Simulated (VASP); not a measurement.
Write the native input for VASP 6.6.1 that does the following.

* Task: single point
* Functional: revPBE
* Dispersion: D4
* Potentials or basis: VASP PAW PBE potentials, release 64 (Pb_d)
* Cutoff: 520 eV
* k mesh: 9 × 9 × 9
* Occupations: fermi-dirac, width 0.05 eV
* Spin: no spin polarisation
* Dipole correction: no
* Further INCAR settings: ALGO = Normal; EDIFF = 1e-06; NBANDS = 13

The structure of Pb lies in POSCAR:

```
Pb
1.0
   -1.9636724299      1.9636724299      1.9636724299
    1.9636724299     -1.9636724299      1.9636724299
    1.9636724299      1.9636724299     -1.9636724299
Pb
1
Direct
    0.0000000000      0.0000000000      0.0000000000
```

One way to write it, as run:

INCAR

```
  PREC = Accurate
  ENCUT = 520
  EDIFF = 1E-6
  ISMEAR = -1
  SIGMA = 0.05
  LREAL = F
  LASPH = T
  NELM = 100
  ALGO = Normal
  ISIF = 2
  LWAVE = F
  LCHARG = F
  GGA = RE
  IVDW = 13
  NBANDS = 13
```

KPOINTS

```
regular mesh
0
Gamma
  9 9 9
```

Potentials or basis: VASP PAW PBE potentials, release 64 (Pb_d).

Command:

```sh
$ cat potpaw_PBE.64/Pb_d/POTCAR > POTCAR
$ mpirun -np 1 vasp_std > vasp.out
```

Results of the run:

```yaml
Pressure: -0.1 GPa
Band_gap_on_the_k_mesh: zero (band 7 reaches 15.06 eV, above the bottom of band 8 at 5.32 eV)
Dispersion_energy_per_atom: -0.597 eV
```

Caveat: the PAW data sets were made with another functional, which shifts forces and pressure a little; spin-orbit coupling is left out, which moves the levels of the heavy elements; pairwise dispersion overbinds metals, which lowers pressure and volume.

It took 8.9 s on 1 thread of Intel Xeon 6975P-C, with other jobs on the host, peak memory 0.16 GiB.
